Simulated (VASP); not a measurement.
Runs of VASP 6.6.1 on Zr. The structure is that of space group I4/mmm (No. 139), or close to it. The cells are those of the table. 

```csv
cell,further INCAR settings,gap on the mesh (eV),pressure (GPa)
"a = 3.258, b = 3.258, c = 3.444 Å, angles 58.1, 58.1, 63.8°, 1 atom",ALGO = Fast; EDIFF = 1e-06; NBANDS = 12,none,(a)
"a = 3.381, b = 3.381, c = 3.444 Å, angles 59.4, 59.4, 61.2°, 1 atom",ALGO = Fast; EDIFF = 1e-06; NBANDS = 12,none,-14.7
"a = 3.253, b = 3.253, c = 3.317 Å, angles 59.4, 59.4, 61.3°, 1 atom",ALGO = Fast; EDIFF = 1e-07; NBANDS = 12,none,-8.7
"a = 3.199, b = 3.199, c = 3.444 Å, angles 57.4, 57.4, 65.1°, 1 atom",ALGO = Fast; EDIFF = 1e-06; NBANDS = 12,none,-8.4
```

Alike in all rows: task single point; level PBEsol; potentials or basis VASP PAW PBE potentials, release 64 (Zr_sv); no spin polarisation; k mesh 18 × 18 × 18; cutoff (eV) 520; smearing gaussian 0.15 eV.

**Question.** Fill in the values left out.

**Answer.** (a) -10.9.

Caveats: the PAW data sets were made with another functional, which shifts forces and pressure a little.

A k mesh can miss the band edges, and the runs leave out spin-orbit coupling on Zr.

A gap of «none» marks levels without a gap at the run's occupations.
